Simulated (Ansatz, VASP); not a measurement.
**CdTe: VASP beside Ansatz**

Contents of INCAR:

```
SYSTEM = CdTe
ALGO = Normal ; EDIFF = 1E-8
ENCUT = 520 ; GGA = PE
ISIF = 2 ; ISMEAR = -1
LASPH = .True. ; LCHARG = .False.
LEFG = .True. ; LREAL = .False.
LWAVE = .False. ; NBANDS = 26
NELM = 100 ; PREC = Accurate
SIGMA = 0.05
```

File KPOINTS:

```
k-points
0
Gamma
  9 9 6
  0 0 0
```

Contents of POSCAR:

```
CdTe
1.0
    3.0550391141     -3.0842590598      0.0000000000
    3.0550391141      3.0842590598      0.0000000000
    0.0000000000      0.0000000000      6.0702817743
Cd Te
2 2
Direct
    0.2770300000      0.7229700000      0.7500000000
    0.7229700000      0.2770300000      0.2500000000
    0.7661370000      0.2338630000      0.7500000000
    0.2338630000      0.7661370000      0.2500000000
```

Input for Ansatz:

```yaml
crystal:
  lattice:
    - [3.0550391141, -3.0842590598, 0.0]
    - [3.0550391141, 3.0842590598, 0.0]
    - [0.0, 0.0, 6.0702817743]
  atoms:
    - { symbol: Cd, position: [0.27703, 0.72297, 0.75] }
    - { symbol: Cd, position: [0.72297, 0.27703, 0.25] }
    - { symbol: Te, position: [0.766137, 0.233863, 0.75] }
    - { symbol: Te, position: [0.233863, 0.766137, 0.25] }
kpoints:
  mp_grid: { grid: [9, 9, 6] }
scf:
  occupations: { method: fermi_dirac, width: 0.05 }
hamiltonian:
  xc: pbe
  pseudopotentials: { kind: paw }
output:
  forces: true
  stress: true
  eigenvalues: true
  efg: { contact_densities: true }
```

Change from the starting cell: volume scaled by 0.99, PAW files.

Alike in both runs: task electric field gradients; functional PBE; k mesh 9 × 9 × 6; occupations fermi-dirac, width 0.05 eV; no spin polarisation.

|  | VASP | Ansatz |
| --- | --- | --- |
| version | VASP 6.6.1 | Ansatz 0.2.0 |
| potentials or method | VASP PAW PBE potentials, release 64 (Cd, Te) | PAW with Ansatz's default frozen-core files, scalar-relativistic |
| plane-wave cutoff (eV) | 520 | 420 |
| valence electrons in the cell | 36 | 72 |

VASP gave:

```
pressure (GPa)                                                : 0.4
traceless stress, the component that is largest in VASP (GPa) : 0.28
rms of the force components (eV/Å)                            : 0.021
size of Vzz on the site where it differs most (V/Å²)          : 8.6
```

Task: What did Ansatz give for the same quantities?

Result: Pressure (GPa): 0.2; traceless stress, the component that is largest in VASP (GPa): 0.27; rms of the force components (eV/Å): 0.021; size of Vzz on the site where it differs most (V/Å²): 9.6.

Atom by atom the forces differ by 0.003 eV/Å (rms over components). VASP's potentials hold 36 valence electrons a cell and Ansatz's 72, so a difference there can come from the potentials and not from the codes.

Neither program's run includes spin-orbit coupling.
